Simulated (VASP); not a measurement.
# Si3N (P1) in VASP: further runs

Si3N is run at these levels: PBE; tasks: single point, relaxation of cell and atoms.

Everything below comes from runs of VASP 6.6.1. Logs are shortened: lines on timing, memory, paths and dates and some standing lists are left out, and cuts for length are marked.

## 1. The cell of the first run

The typed cell holds 4 atoms: a = 4.788 Å, b = 3.550 Å, c = 4.414 Å, α = 78.64°, β = 94.59°, γ = 117.04°.

## 2. Single point, PBE

File INCAR:

```
PREC     = Accurate       # precision mode
ENCUT    = 520            # plane-wave cutoff, eV
EDIFF    = 1E-6           # SCF threshold, eV
ISMEAR   = 0              # smearing method
SIGMA    = 0.1            # smearing width, eV
LREAL    = False          # projectors in reciprocal space
LASPH    = True           # aspherical terms in the spheres
NELM     = 60             # most SCF steps
ALGO     = Normal         # electronic algorithm
ISIF     = 2              # what is computed and relaxed
LWAVE    = False          # write WAVECAR
LCHARG   = False          # write CHGCAR
GGA      = PE             # functional
NBANDS   = 16             # bands
```

File KPOINTS:

```
regular mesh
0
Gamma
  4 6 6
```

File POSCAR:

```
Si3N
1.0
    4.7766291199      0.0333405811      0.3254415135
   -1.6438925760      3.1455478165      0.0646034589
   -0.6527406707      0.5506788335      4.3301719965
Si N
3 1
Direct
    0.1809626056      0.3343253240      0.1912716843
    0.8616645090      0.5879282584      0.4465771314
    0.8176500969      0.9594989019      0.8187026065
    0.5843291052      0.6130255672      0.1517102490
```

Potentials or basis: VASP PAW PBE potentials, release 64 (Si, N).

On the command line:

```console
$ cat potpaw_PBE.64/Si/POTCAR potpaw_PBE.64/N/POTCAR > POTCAR
$ mpirun -np 1 vasp_std > vasp.out
```

OUTCAR:

```text
PREC = Accurate
   ENCUT = 520
   EDIFF = 1E-6
   ISMEAR = 0
   LREAL = False
   LASPH = True
   NELM = 60
   ISIF = 2
   GGA = PE

 ion  position               nearest neighbor table
   1  0.181  0.334  0.191-   4 1.73   3 2.41   2 2.46   2 2.52   3 3.11   2 3.14
   2  0.862  0.588  0.447-   4 1.80   3 2.38   3 2.43   1 2.46   1 2.52   3 2.86   1 3.14
   3  0.818  0.959  0.819-   4 1.80   2 2.38   1 2.41   2 2.43   2 2.86   1 3.11
   4  0.584  0.613  0.152-   1 1.73   3 1.80   2 1.80

  LATTYP: Found a triclinic cell.
 ALAT       =     4.4135821144
 B/A-ratio  =     1.1533183913
 C/A-ratio  =     2.0266253481
 COS(alpha) =     0.0185069501
 COS(beta)  =     0.6143916577
 COS(gamma) =     0.7297480053

  Lattice vectors:

 A1 = (   0.6527406707,  -0.5506788335,  -4.3301719965)
 A2 = (  -0.9911519053,   2.5948689830,  -4.2655685376)
 A3 = (   7.0732623666,  -3.6628860689,  -4.0693339419)

Analysis of symmetry for initial positions (statically):
=====================================================================
 Subroutine PRICEL returns:
 Original cell was already a primitive cell.

 Routine SETGRP: Setting up the symmetry group for a
 triclinic supercell.

 Subroutine GETGRP returns: Found  1 space group operations
 (whereof  1 operations were pure point group operations)
 out of a pool of  2 trial point group operations.

The static configuration has the point symmetry C_1 .

Analysis of symmetry for dynamics (positions and initial velocities):
=====================================================================
 Subroutine PRICEL returns:
 Original cell was already a primitive cell.

 Routine SETGRP: Setting up the symmetry group for a
 triclinic supercell.

 Subroutine GETGRP returns: Found  1 space group operations
 (whereof  1 operations were pure point group operations)
 out of a pool of  2 trial point group operations.

The dynamic configuration has the point symmetry C_1 .

 Subroutine INISYM returns: Found  1 space group operations
 (whereof  1 operations are pure point group operations),
 and found     1 'primitive' translations

----------------------------------------------------------------------------------------

                                     Primitive cell

  volume of cell :      65.5009

  direct lattice vectors                    reciprocal lattice vectors
     4.776629120  0.033340581  0.325441514     0.207404520  0.108031583  0.017526015
    -1.643892576  3.145547817  0.064603459     0.000531951  0.319019243 -0.040490290
    -0.652740671  0.550678834  4.330171996    -0.015595779 -0.012878867  0.230224601

  length of vectors
     4.787818869  3.549792596  4.413582114     0.234509316  0.321578955  0.231111359

  position of ions in fractional coordinates (direct lattice)
     0.180962606  0.334325324  0.191271684
     0.861664509  0.587928258  0.446577131
     0.817650097  0.959498902  0.818702606
     0.584329105  0.613025567  0.151710249

  ion indices of the primitive-cell ions
   primitive index   ion index
                 1           1
                 2           2
                 3           3
                 4           4

----------------------------------------------------------------------------------------

 KPOINTS: regular mesh

Automatic generation of k-mesh.
 Grid dimensions read from file:
 generate k-points for:    4    6    6

 Generating k-lattice:

  Cartesian coordinates                     Fractional coordinates (reciprocal lattice)
     0.051851130  0.027007896  0.004381504     0.250000000 -0.000000000  0.000000000
     0.000088659  0.053169874 -0.006748382     0.000000000  0.166666667  0.000000000
    -0.002599297 -0.002146478  0.038370767     0.000000000 -0.000000000  0.166666667

  Length of vectors
     0.058627329  0.053596492  0.038518560

  Shift w.r.t. Gamma in fractional coordinates (k-lattice)
     0.000000000  0.000000000  0.000000000

 Subroutine IBZKPT returns following result:
 ===========================================

 Found     76 irreducible k-points:

 Following reciprocal coordinates:
            Coordinates               Weight
  0.000000  0.000000  0.000000      1.000000
  0.250000 -0.000000  0.000000      2.000000
  0.500000 -0.000000  0.000000      1.000000
  0.000000  0.166667  0.000000      2.000000
  0.250000  0.166667  0.000000      2.000000
  0.500000  0.166667  0.000000      2.000000
[... 16 lines left out ...]
  0.000000  0.333333  0.166667      2.000000
  0.250000  0.333333  0.166667      2.000000
 [... further k-points ...]
   k-points           NKPTS =     76   k-points in BZ     NKDIM =     76   number of bands    NBANDS=     16
   number of dos      NEDOS =    301   number of ions     NIONS =      4
   total plane-waves  NPLWV =  36288
   dimension x,y,z NGX =    36 NGY =   28 NGZ =   36
   dimension x,y,z NGXF=    72 NGYF=   56 NGZF=   72
   ions per type =               3   1
   NGX,Y,Z   is equivalent  to a cutoff of  12.50, 13.11, 13.56 a.u.
   NGXF,Y,Z  is equivalent  to a cutoff of  25.00, 26.23, 27.12 a.u.
 SYSTEM =  unknown system
   PREC   = accura    normal or accurate (medium, high low for compatibility)
   ISTART =      0    job   : 0-new  1-cont  2-samecut
   ICHARG =      2    charge: 1-file 2-atom 10-const
   ISPIN  =      1    spin polarized calculation?
   LNONCOLLINEAR =      F non collinear calculations
   LSORBIT =      F    spin-orbit coupling
   LASPH  =      T    aspherical Exc in radial PAW
   ENCUT  =  520.0 eV  38.22 Ry    6.18 a.u.   8.90  6.60  8.21*2*pi/ulx,y,z
   NELM   =     60;   NELMIN=  2; NELMDL= -5     # of ELM steps
   EDIFF  = 0.1E-05   stopping-criterion for ELM
   LREAL  =      F    real-space projection
   EDIFFG = 0.1E-04   stopping-criterion for IOM
   NSW    =      0    number of steps for IOM
   IBRION =     -1    ionic relax: 0-MD 1-quasi-New 2-CG
   NFREE  =      0    steps in history (QN), initial steepest desc. (CG)
   ISIF   =      2    stress and relaxation
   ISYM   =      2    0-nonsym 1-usesym 2-fastsym
   POTIM  = 0.5000    time-step for ionic-motion
   TEBEG  =    0.0;   TEEND  =   0.0 temperature during run
   PSTRESS=    0.0 pullay stress
   NELECT =      17.0000    total number of electrons
   NUPDOWN=      -1.0000    fix difference up-down
   EMIN   =  10.00;   EMAX   =-10.00  energy-range for DOS
   EFERMI =   0.00;   METHOD = LEGACY
   ISMEAR =     0;   SIGMA  =   0.10  broadening in eV -4-tet -1-fermi 0-gaus
   EFERMI_NEDOS =   21; number of points for ismear=-14 and -15
   IALGO  =     38    algorithm
   IMIX   =      4    mixing-type and parameters
     AMIX     =   0.40;   BMIX     =  1.00
     AMIX_MAG =   1.60;   BMIX_MAG =  1.00
  volume/ion in A,a.u.               =      16.38       110.51
  Fermi-wavevector in a.u.,A,eV,Ry     =   1.044260  1.973365 14.836868  1.090479
  Thomas-Fermi vector in A             =   2.179005
   LORBIT       =      0    0 simple, 1 ext, 2 COOP (PROOUT), +10 PAW based schemes
   GGA     = PE    functional components
   LHFCALC =     F    Hartree Fock is set to
   AEXX    =    0.0000 exact exchange contribution
   IVDW    =     0    specifies the selected vdW correction
   LEPSILON=     F    determine dielectric tensor
   LRPA    =     F    only Hartree local field effects (RPA)
 non-spin polarized calculation
 Gauss-broadening in eV      SIGMA  =   0.10
  energy-cutoff  :      520.00
  volume of cell :       65.50
 maximum number of plane-waves:      1780
   NGX = 17   NGY = 13   NGZ = 17

 number of electron      17.0000000 magnetization

 Free energy of the ion-electron system (eV)
  ---------------------------------------------------
  ext. energy  EPLUGINS =         0.00000000
  ---------------------------------------------------
  free energy    TOTEN  =       -24.31975920 eV

  energy without entropy =      -24.31641933  energy(sigma->0) =      -24.31808927

 E-fermi :   6.2479     XC(G=0):  -9.7166

 val. band max:        6.2315725712   @ k =   0.2500   0.1667   0.3333
 cond. band min:       6.2817140711   @ k =   0.0000   0.1667   0.3333
 fundamental gap:      0.0501414999
 Fermi energy:         6.2478841686

 k-point     1 :       0.0000    0.0000    0.0000
  band No.  band energies     occupation
      1     -10.7619      2.00000
      2      -3.8958      2.00000
      3      -1.7052      2.00000
      4      -1.0371      2.00000
      5       0.8799      2.00000
      6       3.0732      2.00000
[... 8 lines left out ...]
     15      13.1925      0.00000
     16      13.5333      0.00000

 k-point     2 :       0.2500   -0.0000    0.0000
  band No.  band energies     occupation
      1     -10.6182      2.00000
      2      -4.8617      2.00000
      3      -1.1280      2.00000
      4      -0.8086      2.00000
      5       1.6506      2.00000
      6       2.8847      2.00000
[... 8 lines left out ...]
     15      13.1020      0.00000
     16      13.4203      0.00000

 k-point     3 :       0.5000   -0.0000    0.0000
  band No.  band energies     occupation
      1     -10.4552      2.00000
      2      -5.5565      2.00000
      3      -0.8030      2.00000
      4      -0.5342      2.00000
      5       2.2244      2.00000
      6       2.6755      2.00000
[... 8 lines left out ...]
     15      13.3003      0.00000
     16      14.5189      0.00000

 k-point     4 :       0.0000    0.1667    0.0000
  band No.  band energies     occupation
      1     -10.6400      2.00000
      2      -4.0236      2.00000
      3      -1.5640      2.00000
      4      -0.8955      2.00000
      5       1.3106      2.00000
      6       2.6110      2.00000
[... 8 lines left out ...]
     15      13.2134      0.00000
     16      13.7493      0.00000

 k-point     5 :       0.2500    0.1667    0.0000
  band No.  band energies     occupation
      1     -10.4475      2.00000
      2      -5.1065      2.00000
      3      -1.1867      2.00000
      4      -0.2403      2.00000
      5       1.9422      2.00000
      6       2.1848      2.00000
[... 8 lines left out ...]
     15      13.5446      0.00000
     16      14.0001      0.00000

 k-point     6 :       0.5000    0.1667    0.0000
  band No.  band energies     occupation
      1     -10.4374      2.00000
      2      -5.1491      2.00000
      3      -1.2466      2.00000
      4      -0.1199      2.00000
      5       1.7508      2.00000
      6       2.3152      2.00000
[... 8 lines left out ...]
     15      13.0681      0.00000
     16      14.2533      0.00000
[... 267 lines left out ...]
 k-point    21 :       0.5000    0.1667    0.1667
  band No.  band energies     occupation
      1     -10.4175      2.00000
      2      -5.0928      2.00000
      3      -1.4820      2.00000
      4      -0.1995      2.00000
      5       1.9266      2.00000
      6       2.2153      2.00000
[... 8 lines left out ...]
     15      13.4693      0.00000
     16      14.6663      0.00000

 k-point    22 :      -0.2500    0.1667    0.1667
  band No.  band energies     occupation
      1     -10.6080      2.00000
      2      -4.1071      2.00000
      3      -1.5527      2.00000
      4      -0.9729      2.00000
      5       1.2881      2.00000
      6       2.4985      2.00000
[... 8 lines left out ...]
     15      13.4935      0.00000
     16      14.2835      0.00000

 k-point    23 :       0.0000    0.3333    0.1667
  band No.  band energies     occupation
      1     -10.3763      2.00000
      2      -3.9776      2.00000
      3      -1.5075      2.00000
      4      -0.9031      2.00000
      5       1.6597      2.00000
      6       2.1644      2.00000
[... 8 lines left out ...]
     15      13.7272      0.00000
     16      14.6801      0.00000

 k-point    24 :       0.2500    0.3333    0.1667
  band No.  band energies     occupation
      1     -10.2795      2.00000
      2      -4.5815      2.00000
      3      -1.3419      2.00000
      4      -0.4085      2.00000
      5       1.3376      2.00000
      6       2.1756      2.00000
[... 8 lines left out ...]
     15      13.9047      0.00000
     16      14.1809      0.00000

 [... further k-points ...]

------------------------ aborting loop because EDIFF is reached ----------------------------------------

  FORCE on cell =-STRESS in cart. coord.  units (eV):
  Direction    XX          YY          ZZ          XY          YZ          ZX
  --------------------------------------------------------------------------------------
  -------------------------------------------------------------------------------------
  Total       -0.0267734     -0.0486311     -0.0301735      0.0114428      0.0084004     -0.0004046
  in kB       -0.6548874     -1.1895347     -0.7380562      0.2798960      0.2054759     -0.0098967
  external PRESSURE =      -0.8608261 kB  Pullay stress =       0.0000000 kB

 VOLUME and BASIS-vectors are now :
 -----------------------------------------------------------------------------
  energy-cutoff  :      520.00
  volume of cell :       65.50
      direct lattice vectors                 reciprocal lattice vectors
     4.776629120  0.033340581  0.325441514     0.207404520  0.108031583  0.017526015
    -1.643892576  3.145547817  0.064603459     0.000531951  0.319019243 -0.040490290
    -0.652740671  0.550678834  4.330171996    -0.015595779 -0.012878867  0.230224601

 POSITION                                       TOTAL-FORCE (eV/Angst)
 -----------------------------------------------------------------------------------
      0.18995      1.16300      0.90873         0.002896      0.000121      0.000282
      2.85786      2.12401      2.25216        -0.001135      0.004370     -0.013895
      1.79390      3.49625      3.87321        -0.001098     -0.004123      0.009020
      1.68435      2.03133      0.88670        -0.000663     -0.000368      0.004593
 -----------------------------------------------------------------------------------
    total drift:                                0.000127      0.000330      0.000345

  FREE ENERGIE OF THE ION-ELECTRON SYSTEM (eV)
  ---------------------------------------------------
  free  energy   TOTEN  =       -24.3197591966 eV

  energy  without entropy=      -24.3164193343  energy(sigma->0) =      -24.31808927
```

It took 72 s on 1 thread of Intel Xeon Platinum 8488C (Sapphire Rapids), shared host; peak memory 0.21 GiB.

What came out:

* Free energy: -24.3198 eV
* Pressure: -0.1 GPa
* Largest force: 0.015 eV/Å

Forces on the atoms (eV/Å):
```
Si   0.003  0.000  0.000
Si  -0.001  0.004 -0.014
Si  -0.001 -0.004  0.009
N   -0.001  0.000  0.005
```

Levels at points of the mesh, in eV from the Fermi level:
| k point | band 5 | band 6 | band 7 | band 8 | band 9 | band 10 | band 11 | band 12 | band 13 | band 14 |
| --- | --- | --- | --- | --- | --- | --- | --- | --- | --- | --- |
| (0.00, 0.00, 0.00) | -5.37 | -3.17 | -1.78 | -1.09 | 1.25 | 1.77 | 2.56 | 3.24 | 4.34 | 5.44 |
| (0.50, 0.00, 0.00) | -4.02 | -3.57 | -2.91 | -1.27 | 0.31 | 2.45 | 2.93 | 3.38 | 4.45 | 6.16 |
| (0.00, 0.50, 0.00) | -5.48 | -4.53 | -2.62 | -2.10 | -1.27 | 0.98 | 2.96 | 3.82 | 4.04 | 4.84 |
| (0.50, 0.50, 0.00) | -5.45 | -4.18 | -3.41 | -1.64 | -0.59 | 1.20 | 3.11 | 3.46 | 4.13 | 4.74 |
| (0.00, 0.00, 0.50) | -4.94 | -3.35 | -1.39 | -0.67 | 1.40 | 2.34 | 2.94 | 3.72 | 4.89 | 5.81 |
| (0.50, 0.00, 0.50) | -3.92 | -3.55 | -1.46 | 0.39 | 0.70 | 1.76 | 2.72 | 4.42 | 5.36 | 6.29 |
| (0.00, 0.50, 0.50) | -5.88 | -4.60 | -3.77 | -2.23 | -0.09 | 1.34 | 3.67 | 5.05 | 5.95 | 6.09 |
| (0.50, 0.50, 0.50) | -6.56 | -5.08 | -3.60 | -1.52 | -0.34 | 2.13 | 3.30 | 4.85 | 5.30 | 6.65 |

Caveat: the k points lie up to 0.37 Å⁻¹ apart.

[end of part 1 of 2]
